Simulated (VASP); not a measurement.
Input of a VASP 6.6.1 run:

The input POSCAR:

```
GaN
1.0
    0.0000000000      2.1352350000      2.1352350000
    2.1352350000      0.0000000000      2.1352350000
    2.1352350000      2.1352350000      0.0000000000
Ga N
1 1
Direct
    0.0000000000      0.0000000000      0.0000000000
    0.5000000000      0.5000000000      0.5000000000
```

File INCAR.step1:

```
SYSTEM = GaN
ALGO = Normal ; EDIFF = 1E-5
ENCUT = 660 ; GGA = PE
GGA_COMPAT = .False. ; ISMEAR = 0
LASPH = .True. ; LCHARG = .False.
LREAL = .False. ; LWAVE = .True.
NBANDS = 16 ; NELM = 120
PREC = Accurate ; SIGMA = 0.01
```

INCAR.step2

```
SYSTEM = GaN
ALGO = Normal ; EDIFF = 1E-6
ENCUT = 660 ; GGA_COMPAT = .False.
ISIF = 2 ; ISMEAR = 0
ISTART = 1 ; LASPH = .True.
LCHARG = .False. ; LMIXTAU = .True.
LREAL = .False. ; LWAVE = .False.
METAGGA = R2SCAN ; NBANDS = 16
NELM = 120 ; PREC = Accurate
SIGMA = 0.01
```

The input KPOINTS:

```
k-points
0
Gamma
  7 7 7
  0 0 0
```

Potentials or basis: VASP PAW PBE potentials, release 64 (Ga_d, N).

Run with:

```console
$ cat potpaw_PBE.64/Ga_d/POTCAR potpaw_PBE.64/N/POTCAR > POTCAR
$ cp INCAR.step1 INCAR
$ mpirun -np 1 vasp_std > vasp.out
$ cp INCAR.step2 INCAR
$ mpirun -np 1 vasp_std > vasp.out
```

Problem. What does it give for the pressure?

Solution. -7.5 GPa.

Problem. Estimate the band gap on the k mesh.

Solution. 1.31 eV, indirect (least direct gap 2.91 eV).

Caveat: the PAW data sets were made with another functional, which shifts forces and pressure a little. r2SCAN opens gaps a little over a GGA but as a rule still falls short of measured ones.
